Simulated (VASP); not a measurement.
Wanted: the native input for a VASP 6.6.1 run.

```yaml
Task: single point
Functional: PBE
Potentials_or_basis: VASP PAW PBE potentials, release 64 (La, Al, F)
Cutoff: 520 eV
k_mesh: 4 × 4 × 4
Occupations: gaussian, width 0.1 eV
Spin: no spin polarisation
Dipole_correction: no
Further_INCAR_settings: ALGO = Normal; EDIFF = 1e-07; NBANDS = 24
```

The structure of La2AlF lies in POSCAR:

```
La2AlF
1.0
    4.2649761782      0.0000000000      0.0000000000
    0.0000000000      4.2649761782      0.0000000000
    0.0000000000      0.0000000000      5.9589419079
La Al F
2 1 1
Direct
    0.0000000000      0.0000000000      0.5000000000
    0.5000000000      0.5000000000      0.0000000000
    0.0000000000      0.0000000000      0.0000000000
    0.5000000000      0.5000000000      0.5000000000
```

The input as run:

INCAR

```
SYSTEM = La2AlF
PREC = Accurate
ENCUT = 520
EDIFF = 1E-7
ISMEAR = 0
SIGMA = 0.1
LREAL = .FALSE.
LASPH = .TRUE.
NELM = 60
ALGO = Normal
ISIF = 2
LWAVE = .FALSE.
LCHARG = .FALSE.
GGA = PE
NBANDS = 24
```

KPOINTS

```
regular mesh
0
G
  4 4 4
  0 0 0
```

Potentials or basis: VASP PAW PBE potentials, release 64 (La, Al, F).

The run is started by

```bash
$ cat potpaw_PBE.64/La/POTCAR potpaw_PBE.64/Al/POTCAR potpaw_PBE.64/F/POTCAR > POTCAR
$ mpirun -np 1 vasp_std > vasp.out
```

It gave:

| Quantity | Value |
| --- | --- |
| Pressure | 0.0 GPa |
| Band gap on the k mesh | zero (band 16 reaches 7.20 eV, above the bottom of band 17 at 6.46 eV) |

Caveat: the k points lie up to 0.37 Å⁻¹ apart; spin-orbit coupling is left out, which moves the levels of the heavy elements.

Run time: 24 s on 1 thread of Intel(R) Xeon(R) 6975P-C (Granite Rapids), with other jobs on the host, peak memory 0.24 GiB.
